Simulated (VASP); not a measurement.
Cu: relaxation of cell and atoms with r2SCAN

Cu:

```
Cu
1.0
     2.55616    0.00000    0.00000
    -1.27808    2.21370    0.00000
     0.00000    0.00000    4.17421
Cu
2
Direct
  0.33333 0.66667 0.25000
  0.66667 0.33333 0.75000
```

This isn't the form of Cu at room conditions, which is fcc.

```
Program                : VASP 6.6.1
Task                   : relaxation of cell and atoms
Functional             : r2SCAN
Potentials or basis    : VASP PAW PBE potentials, release 64 (Cu)
Cutoff                 : 600 eV
k mesh                 : 14 × 14 × 8
Occupations            : fermi-dirac, width 0.1 eV
Spin                   : no spin polarisation
Dipole correction      : no
Further INCAR settings : ALGO = Normal; EDIFF = 1e-06; IBRION = 2; EDIFFG = -0.01; NSW = 80; ISIF = 3
```

The relaxed volume is 11.50 Å³/atom. The relaxed cell is a = 2.533 Å, b = 2.533 Å, c = 4.141 Å, α = 90.00°, β = 90.00°, γ = 120.00°, the space group after relaxing (to 0.1 Å) is P6_3/mmc (No. 194) and the energy gained by relaxing is 3.6 meV/atom. The ionic steps are 7. The pressure after relaxing is 0.0 GPa and the band gap on the k mesh is zero (bands 11 and 12 overlap by 5.92 eV).

Stress tensor (GPa, compression positive):
```
0.02 0.00 0.00
0.00 0.02 0.00
0.00 0.00 0.11
```

The path:
```
step  energy change (eV)  largest force (eV/Å)  pressure (GPa)  volume (Å³)
   1              0.0000                0.0000           -3.89        23.62
   2             -0.0042                0.0000            2.63        22.65
   3             -0.0073                0.0000           -0.08        23.03
   4             -0.0073                0.0000           -0.09        23.02
   5             -0.0065                0.0000            1.26        22.83
   6             -0.0073                0.0000            0.05        23.00
   7             -0.0073                0.0000            0.05        23.00
```

Final structure:
```
Cu
1.0
     2.53266    0.00000    0.00000
    -1.26633    2.19335    0.00000
     0.00000    0.00000    4.14114
Cu
2
Cartesian
  0.0000 1.4622 1.0353
  1.2663 0.7311 3.1059
```

Levels at points of the mesh, in eV from the Fermi level:
```
           k point  band 9  band 10  band 11  band 12  band 13  band 14
(0.00, 0.00, 0.00)   -2.58    -1.80    -1.80    -1.06     4.16    22.46
(0.50, 0.00, 0.00)   -1.65    -1.58     0.05     1.77     8.30     8.81
(0.00, 0.00, 0.50)   -2.03    -2.03    -2.03    -2.03    13.25    13.25
(0.50, 0.00, 0.50)   -1.62    -1.62     0.56     0.56     5.31     5.31
```

Wall time 10 min on 1 thread of Intel(R) Xeon(R) Platinum 8488C (Sapphire Rapids), on a shared host, peak memory 0.17 GiB.

Caveat: the PAW data sets were made with another functional, which shifts forces and pressure a little.
